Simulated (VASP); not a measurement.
Wanted: the native input for a VASP 6.6.1 run.

```
Task                   : single point
Functional             : r2SCAN
Potentials or basis    : VASP PAW PBE potentials, release 64 (Li_sv, Br)
Cutoff                 : 830 eV
k mesh                 : 8 × 8 × 8
Occupations            : gaussian, width 0.02 eV
Spin                   : no spin polarisation
Dipole correction      : no
Further INCAR settings : ALGO = Normal; EDIFF = 1e-06; NBANDS = 12
```

Crystal: LiBr.

```
Li Br
1.0
     0.00000    2.79346    2.79346
     2.79346    0.00000    2.79346
     2.79346    2.79346    0.00000
Li Br
1 1
Direct
  0.00000 0.00000 0.00000
  0.50000 0.50000 0.50000
```

These files were run (other wordings do the same):

POSCAR

```
LiBr
1.0
    0.0000000000      2.7934565946      2.7934565946
    2.7934565946      0.0000000000      2.7934565946
    2.7934565946      2.7934565946      0.0000000000
Li Br
1 1
Direct
    0.0000000000      0.0000000000      0.0000000000
    0.5000000000      0.5000000000      0.5000000000
```

INCAR.step1

```
PREC = Accurate
ENCUT = 830
ISMEAR = 0
SIGMA = 0.02
LREAL = F
LASPH = T
NELM = 120
NBANDS = 12
GGA = PE
ALGO = Normal
EDIFF = 1E-5
LWAVE = T
LCHARG = F
GGA_COMPAT = F
```

INCAR.step2

```
PREC = Accurate
ENCUT = 830
EDIFF = 1E-6
ISMEAR = 0
SIGMA = 0.02
LREAL = F
LASPH = T
NELM = 120
ALGO = Normal
ISIF = 2
LWAVE = F
LCHARG = F
METAGGA = R2SCAN
LMIXTAU = T
NBANDS = 12
ISTART = 1
GGA_COMPAT = F
```

KPOINTS

```
regular mesh
0
Gamma
  8 8 8
```

Potentials or basis: VASP PAW PBE potentials, release 64 (Li_sv, Br).

The run is started by

```bash
$ cat potpaw_PBE.64/Li_sv/POTCAR potpaw_PBE.64/Br/POTCAR > POTCAR
$ cp INCAR.step1 INCAR
$ mpirun -np 1 vasp_std > vasp.out
$ cp INCAR.step2 INCAR
$ mpirun -np 1 vasp_std > vasp.out
```

Results of the run:

```json
{
  "Pressure": "-1.7 GPa",
  "Band gap on the k mesh": "5.67 eV"
}
```

Caveat: the PAW data sets were made with another functional, which shifts forces and pressure a little.

It took 5 min on 1 thread of Intel Xeon 8259CL (shared host), peak memory 0.27 GiB.
